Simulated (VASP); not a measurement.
Wanted: the native input for a VASP 6.6.1 run.

```
Task                   : relaxation of cell and atoms
Functional             : PBE
Potentials or basis    : VASP PAW PBE potentials, release 64 (Nb_sv, Sn_d, Te)
Cutoff                 : 600 eV
k mesh                 : 8 × 8 × 4
Occupations            : gaussian, width 0.1 eV
Spin                   : no spin polarisation
Dipole correction      : no
Further INCAR settings : ALGO = Normal; EDIFF = 1e-07; IBRION = 2; EDIFFG = -0.01; NSW = 100; ISIF = 3
```

The structure of NbSnTe4 lies in POSCAR:

```
NbSnTe4
1.0
    5.1994897480      0.0000000000      0.0000000000
    0.0000000000      5.1994897480      0.0000000000
    0.0000000000      0.0000000000      8.8810627243
Nb Sn Te
1 1 4
Direct
    0.0000000000      0.0000000000      0.0000000000
    0.5000000000      0.5000000000      0.5000000000
    0.5000000000      0.0000000000      0.0000000000
    0.0000000000      0.5000000000      0.0000000000
    0.0000000000      0.0000000000      0.3248036063
    0.0000000000      0.0000000000      0.6751963937
```

The cell was built from a structure type or drawn by symmetry, and may not be a known phase.

One way to write it, as run:

INCAR

```
SYSTEM = NbSnTe4
PREC     = Accurate       ! precision mode
ENCUT    = 600            ! plane-wave cutoff, eV
EDIFF    = 1E-7           ! SCF threshold, eV
ISMEAR   = 0              ! smearing method
SIGMA    = 0.1            ! smearing width, eV
LREAL    = .FALSE.        ! projectors in reciprocal space
LASPH    = .TRUE.         ! aspherical terms in the spheres
NELM     = 80             ! most SCF steps
ALGO     = Normal         ! electronic algorithm
ISIF     = 3              ! what is computed and relaxed
LWAVE    = .FALSE.        ! write WAVECAR
LCHARG   = .FALSE.        ! write CHGCAR
GGA      = PE             ! functional
IBRION   = 2              ! ionic algorithm
NSW      = 100            ! ionic steps
EDIFFG   = -0.01          ! ionic threshold
```

KPOINTS

```
regular mesh
0
G
  8 8 4
  0 0 0
```

Potentials or basis: VASP PAW PBE potentials, release 64 (Nb_sv, Sn_d, Te).

Run with:

```sh
$ cat potpaw_PBE.64/Nb_sv/POTCAR potpaw_PBE.64/Sn_d/POTCAR potpaw_PBE.64/Te/POTCAR > POTCAR
$ mpirun -np 1 vasp_std > vasp.out
```

It gave:

| Quantity | Value |
| --- | --- |
| Relaxed volume | 40.43 Å³/atom |
| Relaxed cell | a = 5.198 Å, b = 5.198 Å, c = 8.981 Å, α = 90.00°, β = 90.00°, γ = 90.00° |
| Space group after relaxing (to 0.1 Å) | P4/mmm (No. 123) |
| Energy gained by relaxing | 2.3 meV/atom |
| Ionic steps | 7 |
| Pressure after relaxing | 0.0 GPa |
| Largest force after relaxing | 0.004 eV/Å |
| Band gap on the k mesh | zero (an odd number of electrons rules out a gap without spin polarisation) |

Caveat: spin-orbit coupling is left out, which moves the levels of the heavy elements.

Wall time 31 min on 1 thread of AMD EPYC 7R43 64-Core Processor (Zen 3), with other jobs on the host, peak memory 0.64 GiB.
